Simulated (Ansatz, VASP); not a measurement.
## C: VASP beside Ansatz

The input INCAR:

```
  PREC = Accurate
  ENCUT = 520
  EDIFF = 1E-7
  ISMEAR = -1
  SIGMA = 0.1
  LREAL = False
  LASPH = True
  NELM = 60
  ALGO = Normal
  ISIF = 2
  LWAVE = False
  LCHARG = False
  GGA = RP
  NBANDS = 8
```

File KPOINTS:

```
regular mesh
0
Gamma
  19 19 19
```

Contents of POSCAR:

```
C
1.0
    0.0000000000      1.5927685953      1.5927685953
    1.5927685953      0.0000000000      1.5927685953
    1.5927685953      1.5927685953      0.0000000000
C
1
Direct
    0.0000000000      0.0000000000      0.0000000000
```

Input for Ansatz:

```yaml
crystal:
  lattice:
    - [0.0, 1.5927685953, 1.5927685953]
    - [1.5927685953, 0.0, 1.5927685953]
    - [1.5927685953, 1.5927685953, 0.0]
  atoms:
    - { symbol: C, position: [0.0, 0.0, 0.0] }
hamiltonian:
  xc: rpbe
  pseudopotentials:
    kind: paw
    azcp:
      C: "pseudopotentials/C.paw.azcp"
basis:
  ecutwfc: 420
  fft_grid_basis: typed
kpoints:
  mp_grid: { grid: [19, 19, 19], shift: [0, 0, 0] }
magnetization:
  spin_polarized: false
scf:
  occupations: { method: fermi_dirac, width: 0.1 }
  lower_state_search: "off"
output:
  stress: true
  write_density: true
  write_potential: true
  elf: true
  volumetric_format: npy
```

Alike in both runs: task single point; functional RPBE; k mesh 19 × 19 × 19; occupations fermi-dirac, width 0.1 eV; no spin polarisation.

|  | VASP | Ansatz |
| --- | --- | --- |
| version | VASP 6.6.1 | Ansatz 0.2.0 |
| potentials or method | VASP PAW PBE potentials, release 64 (C), cutoff 520 eV | plane waves (420 eV) with PAW, scalar-relativistic |
| valence electrons in the cell | 4 | 4 |

Ansatz gave:

* pressure (GPa): -9.6

Problem. Which values does VASP return?

Solution. Pressure (GPa): -9.7.

VASP's potentials were made for PBE, not for RPBE.
